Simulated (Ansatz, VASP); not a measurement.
## Two plane-wave programs on TaC

```
CELL_PARAMETERS angstrom
0.00000 2.22300 2.22300
2.22300 0.00000 2.22300
2.22300 2.22300 0.00000
ATOMIC_POSITIONS crystal
Ta 0.00000 0.00000 0.00000
C 0.50000 0.50000 0.50000
```

Alike in both runs: task relaxation of cell and atoms; functional PBE; dispersion D3(BJ); k mesh 13 × 13 × 13; occupations fermi-dirac, width 0.1 eV; no spin polarisation.

|  | VASP | Ansatz |
| --- | --- | --- |
| version | VASP 6.6.1 | Ansatz 0.2.0 |
| potentials or method | VASP PAW PBE potentials, release 64 (Ta_pv, C), cutoff 600 eV | plane waves, PAW |
| valence electrons in the cell | 15 | 17 |

Ansatz gave:

| Quantity | Value |
| --- | --- |
| relaxed volume (Å³/atom) | 10.97 |
| relaxed length of the cell vector where the two differ most in proportion (Å) | 3.143 |

Task: What did VASP give for the same quantities?

Result: Relaxed volume (Å³/atom): 11.00; relaxed length of the cell vector where the two differ most in proportion (Å): 3.145.

VASP's potentials hold 15 valence electrons a cell and Ansatz's 17, so a difference there can come from the potentials and not from the codes.

Neither program's run includes spin-orbit coupling.
